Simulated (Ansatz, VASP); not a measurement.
**Fe in VASP and in Ansatz**

```
Fe
1.0
     3.80950    0.00000    0.00000
    -1.90475    3.29912    0.00000
     0.00000    0.00000    2.39300
Fe
3
Direct
  0.00000 0.00000 0.00000
  0.33333 0.66667 0.50000
  0.66667 0.33333 0.50000
```

Alike in both runs: functional PBEsol; k mesh 9 × 9 × 13; occupations fermi-dirac, width 0.1 eV; no spin polarisation.

Ansatz relaxed the structure, and its values are those at the end. VASP's run is a single point on that final structure, the one shown.

```csv
,VASP,Ansatz
version,VASP 6.6.1,Ansatz 0.2.0
potentials or method,"VASP PAW PBE potentials, release 64 (Fe), cutoff 520 eV","plane waves (420 eV) with PAW, scalar-relativistic"
valence electrons in the cell,24,48
```

Ansatz gave:

* pressure (GPa): 0.0

Task: Estimate VASP's values.

Result: Pressure (GPa): -0.3.

VASP's potentials were made for PBE, not for PBEsol, and Ansatz warns of the same on its side. VASP's potentials hold 24 valence electrons a cell and Ansatz's 48, so a difference there can come from the potentials and not from the codes.
